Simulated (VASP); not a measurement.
Set up this calculation in VASP 6.6.1, as the native input.

- Task: single point
- Functional: PBEsol
- Potentials or basis: VASP PAW PBE potentials, release 64 (W_sv, S)
- Cutoff: 520 eV
- k mesh: 12 × 12 × 12
- Occupations: gaussian, width 0.05 eV
- Spin: no spin polarisation
- Dipole correction: no
- Further INCAR settings: ALGO = Normal; EDIFF = 1e-06; NBANDS = 20

The structure of WS2 lies in POSCAR:

```
WS2
1.0
    1.5265893002      0.8813767434      6.2749077711
   -1.5265893002      0.8813767434      6.2749077711
    0.0000000000     -1.7627534868      6.2749077711
W S
1 2
Direct
    0.9993284863      0.9993284863      0.9993284863
    0.7479630314      0.7479630314      0.7479630314
    0.5840084823      0.5840084823      0.5840084823
```

This cell differs from its parent crystal: strain -0.030 along x and y, -0.015 along z.

The input as run:

INCAR

```
PREC = Accurate
ENCUT = 520
EDIFF = 1E-6
ISMEAR = 0
SIGMA = 0.05
LREAL = F
LASPH = T
NELM = 80
ALGO = Normal
ISIF = 2
LWAVE = F
LCHARG = F
GGA = PS
NBANDS = 20
```

KPOINTS

```
regular mesh
0
Gamma
  12 12 12
```

Potentials or basis: VASP PAW PBE potentials, release 64 (W_sv, S).

Launch:

```console
$ cat potpaw_PBE.64/W_sv/POTCAR potpaw_PBE.64/S/POTCAR > POTCAR
$ mpirun -np 1 vasp_std > vasp.out
```

It gave:

| Property | Result |
| --- | --- |
| Pressure | 14.7 GPa |
| Largest force | 1.341 eV/Å |
| Band gap on the k mesh | 1.18 eV (least direct gap 2.25 eV) |

Caveat: the cell differs from its parent crystal (strain -0.030 along x and y, -0.015 along z); the cell stands under pressure; the PAW data sets were made with another functional, which shifts forces and pressure a little; spin-orbit coupling is left out, which moves the levels of the heavy elements.

Run time: 6.2 min on 1 thread of AMD EPYC 9R45 96-Core Processor (Zen 5), on a shared host, peak memory 0.4 GiB.
